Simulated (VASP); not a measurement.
# Mo: single point with LDA

The system is Mo.

```
Mo
1.0
    -1.59701    1.59701    1.59701
     1.59701   -1.59701    1.59701
     1.59701    1.59701   -1.59701
Mo
1
Direct
  0.00000 0.00000 0.00000
```

This cell differs from its parent crystal: volume scaled by 1.08.

```
Program             : VASP 6.6.1
Task                : single point
Functional          : LDA
Potentials or basis : VASP PAW LDA potentials, release 64 (Mo_sv)
Cutoff              : 520 eV
k mesh              : 23 × 23 × 23
Occupations         : fermi-dirac, width 0.1 eV
Spin                : no spin polarisation
```

```yaml
Pressure: -18.5 GPa
Band_gap_on_the_k_mesh: zero (band 7 reaches 15.46 eV, above the bottom of band 8 at 10.51 eV)
```

Levels at points of the mesh, in eV from the Fermi level:
```csv
k point,band 5,band 6,band 7,band 8,band 9,band 10
"(0.00, 0.00, 0.00)",-7.08,-1.29,-1.29,-1.29,1.56,1.56
```

Wall time 79 s on 1 thread of Intel Xeon 8259CL, on a shared host, peak memory 0.19 GiB.
